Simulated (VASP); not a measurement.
## ZrO5: relaxation of cell and atoms with PBE

ZrO5:

```xyz
6
Lattice="4.4653 0.0000 0.0000 -2.2326 3.8671 0.0000 0.0000 0.0000 3.6552" Properties=species:S:1:pos:R:3 pbc="T T T"
Zr    0.0000    0.0000    0.0000
O     2.2326    0.0000    1.8276
O     1.1163    1.9335    1.8276
O    -1.1163    1.9335    1.8276
O     0.0000    2.5780    0.0000
O     2.2326    1.2890    0.0000
```

The cell was generated, and may not be a known phase.

```json
{
  "Program": "VASP 6.6.1",
  "Task": "relaxation of cell and atoms",
  "Functional": "PBE",
  "Potentials or basis": "VASP PAW PBE potentials, release 64 (Zr_sv, O)",
  "Cutoff": "600 eV",
  "k mesh": "6 × 6 × 6",
  "Occupations": "gaussian, width 0.1 eV",
  "Spin": "no spin polarisation",
  "Dipole correction": "no",
  "Further INCAR settings": "ALGO = Normal; EDIFF = 1e-06; IBRION = 2; EDIFFG = -0.04; NSW = 90; ISIF = 3"
}
```

* Relaxed volume: 9.98 Å³/atom
* Relaxed cell: a = 3.732 Å, b = 3.732 Å, c = 4.964 Å, α = 90.00°, β = 90.00°, γ = 120.00°
* Space group after relaxing (to 0.1 Å): P6/mmm (No. 191)
* Energy gained by relaxing: 687.7 meV/atom
* Ionic steps: 13
* Pressure after relaxing: 0.1 GPa
* Band gap on the k mesh: zero (bands 21 and 22 overlap by 1.03 eV)

Stress tensor (GPa, compression positive):
```
 0.10  0.00  0.00
 0.00  0.10  0.00
 0.00  0.00 -0.01
```

Step by step:
```tsv
step	energy change (eV)	largest force (eV/Å)	pressure (GPa)	volume (Å³)
1	0.0000	0.0000	-19.13	63.12
2	-1.7796	0.0000	11.72	52.07
3	-1.8009	0.0000	17.70	50.96
4	-2.6705	0.0000	27.39	50.99
5	-2.8982	0.0000	46.82	50.15
6	-3.4219	0.0000	32.93	53.65
7	-3.4561	0.0000	28.13	55.05
8	-3.9732	0.0000	11.98	57.56
9	-4.1037	0.0000	-4.60	61.08
10	-4.1252	0.0000	-0.85	60.16
11	-4.1254	0.0000	-0.41	60.06
12	-4.1258	0.0000	-0.27	60.00
13	-4.1261	0.0000	0.06	59.87
```

Final structure:
```yaml
crystal:
  lattice:
    - [3.73194, 0.00000, 0.00000]
    - [-1.86597, 3.23195, 0.00000]
    - [0.00000, 0.00000, 4.96378]
  atoms:
    - { symbol: Zr, position: [0.00000, 0.00000, 0.00000] }
    - { symbol: O, position: [0.50000, 0.00000, 0.50000] }
    - { symbol: O, position: [0.50000, 0.50000, 0.50000] }
    - { symbol: O, position: [0.00000, 0.50000, 0.50000] }
    - { symbol: O, position: [0.33333, 0.66667, 0.00000] }
    - { symbol: O, position: [0.66667, 0.33333, 0.00000] }
```

Levels at points of the mesh, in eV from the Fermi level:
| k point | band 17 | band 18 | band 19 | band 20 | band 21 | band 22 | band 23 | band 24 |
| --- | --- | --- | --- | --- | --- | --- | --- | --- |
| (0.00, 0.00, 0.00) | -0.54 | -0.54 | -0.19 | 0.51 | 0.51 | 2.35 | 2.41 | 3.11 |
| (0.50, 0.00, 0.00) | -1.68 | -1.39 | -1.13 | -0.91 | -0.89 | -0.50 | -0.09 | 3.28 |
| (0.00, 0.00, 0.50) | -0.31 | -0.31 | -0.02 | 0.49 | 0.49 | 2.41 | 3.31 | 3.31 |
| (0.50, 0.00, 0.50) | -1.91 | -1.50 | -1.34 | -1.33 | -1.08 | -0.49 | -0.40 | 3.06 |

Wall time 12 min on 1 thread of Intel Xeon 8259CL, with other jobs on the host, peak memory 0.23 GiB.

Caveat: a cell axis changed by over 15 % at a fixed basis, so the end point is rough.
